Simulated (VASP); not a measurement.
Nb, 2 atoms in the cell. The typed cell holds 2 atoms: a = 3.197 Å, b = 3.197 Å, c = 5.409 Å, α = 96.95°, β = 96.95°, γ = 126.17°.  This cell differs from its parent crystal: volume scaled by 1.12.

- Program: VASP 6.6.1
- Task: single point
- Functional: BLYP
- Potentials or basis: VASP PAW PBE potentials, release 64 (Nb_sv)
- Cutoff: 520 eV
- k mesh: 15 × 15 × 7
- Occupations: fermi-dirac, width 0.1 eV
- Spin: no spin polarisation
- Dipole correction: no
- Further INCAR settings: ALGO = Normal; EDIFF = 1e-07; NBANDS = 20

Potentials or basis: VASP PAW PBE potentials, release 64 (Nb_sv).

The run is started by

```bash
$ cat potpaw_PBE.64/Nb_sv/POTCAR > POTCAR
$ mpirun -np 1 vasp_std > vasp.out
```

Hardware: 1 thread of Intel(R) Xeon(R) Platinum 8559C (Emerald Rapids) (shared host).

Task: Estimate the wall time of this run.

Result: Run time: 3 min on 1 thread of Intel(R) Xeon(R) Platinum 8559C (Emerald Rapids), with other jobs on the host, peak memory 0.38 GiB. Counts: scf iterations 14, k points 424.
